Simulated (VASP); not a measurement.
A run of VASP 6.6.1 is set up as follows.

INCAR

```
SYSTEM = Hf
ALGO = Normal
EDIFF = 1E-6
ENCUT = 520
GGA = RP
ISIF = 2
ISMEAR = -1
IVDW = 12
LASPH = .True.
LCHARG = .False.
LREAL = .False.
LWAVE = .False.
NBANDS = 17
NELM = 80
PREC = Accurate
SIGMA = 0.05
```

The input KPOINTS:

```
k-points
0
Gamma
  10 10 5
  0 0 0
```

The input POSCAR:

```
Hf
1.0
    2.9672566590      0.0000000000      0.0000000000
   -1.4836283295      2.5697196462      0.0000000000
    0.0000000000      0.0000000000      4.7495569402
Hf
2
Direct
    0.6666666667      0.3333333333      0.7500000000
    0.3333333333      0.6666666667      0.2500000000
```

Potentials or basis: VASP PAW PBE potentials, release 64 (Hf_pv).

Launch:

```sh
$ cat potpaw_PBE.64/Hf_pv/POTCAR > POTCAR
$ mpirun -np 1 vasp_std > vasp.out
```

(1) Predict the dispersion energy per atom.

(2) What does it give for the band gap on the k mesh?

Results:

(1) -4.330 eV.

(2) zero (band 10 reaches 7.83 eV, above the bottom of band 11 at 6.21 eV).

Caveat: spin-orbit coupling is left out, which moves the levels of the heavy elements.
